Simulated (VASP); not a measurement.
Input of a VASP 6.6.1 run:

Contents of INCAR:

```
  PREC = Accurate
  ENCUT = 520
  EDIFF = 1E-6
  ISMEAR = 0
  SIGMA = 0.05
  LREAL = F
  LASPH = T
  NELM = 100
  ALGO = Normal
  ISIF = 2
  LWAVE = F
  LCHARG = T
  GGA = PE
  LELF = T
  LVHAR = T
  NBANDS = 24
```

File KPOINTS:

```
regular mesh
0
Gamma
  9 9 6
```

The input POSCAR:

```
CaO
1.0
    4.0399853332      0.0000000000      0.0000000000
   -2.0199926666      3.4987299294      0.0000000000
    0.0000000000      0.0000000000      4.8501510201
Ca O
2 2
Direct
    0.3333333333      0.6666666667      0.7500000000
    0.6666666667      0.3333333333      0.2500000000
    0.3333333333      0.6666666667      0.2500000000
    0.6666666667      0.3333333333      0.7500000000
```

Potentials or basis: VASP PAW PBE potentials, release 64 (Ca_sv, O).

Launch:

```console
$ cat potpaw_PBE.64/Ca_sv/POTCAR potpaw_PBE.64/O/POTCAR > POTCAR
$ mpirun -np 1 vasp_std > vasp.out
```

(1) Estimate the band gap on the k mesh.

(2) Predict the pressure.

Results:

(1) 3.03 eV.

(2) -1.7 GPa.
